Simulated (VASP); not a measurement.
HfC:

```
Hf C
1.0
     0.00000    2.32500    2.32500
     2.32500    0.00000    2.32500
     2.32500    2.32500    0.00000
Hf C
1 1
Cartesian
  2.3250 2.3250 2.3250
  0.0000 0.0000 0.0000
```

```yaml
Program: VASP 6.6.1
Task: relaxation of cell and atoms
Functional: PBEsol
Potentials_or_basis: VASP PAW PBE potentials, release 64 (Hf_pv, C)
Cutoff: 600 eV
k_mesh: 16 × 16 × 16
Occupations: gaussian, width 0.1 eV
Spin: no spin polarisation
```

At the start: pressure -7.1 GPa; volume 12.57 Å³/atom.

Problem. Where does the relaxation end?

Solution. Over 4 steps the energy falls by 8.2 meV/atom and the volume is 12.20 Å³/atom (-2.9 %); space group Fm-3m (No. 225, to 0.05 Å).

Step by step:
| step | energy change (eV) | largest force (eV/Å) | pressure (GPa) | volume (Å³) |
| --- | --- | --- | --- | --- |
| 1 | 0.0000 | 0.0000 | -7.05 | 25.14 |
| 2 | 0.0371 | 0.0000 | 14.57 | 23.18 |
| 3 | -0.0165 | 0.0000 | -0.11 | 24.42 |
| 4 | -0.0165 | 0.0000 | 0.04 | 24.40 |

Final structure:
```xyz
2
Lattice="0.0000 2.3022 2.3022 2.3022 0.0000 2.3022 2.3022 2.3022 0.0000" Properties=species:S:1:pos:R:3 pbc="T T T"
Hf    2.3022    2.3022    2.3022
C     2.3022    2.3022    4.6044
```

Caveat: the PAW data sets were made with another functional, which shifts forces and pressure a little.
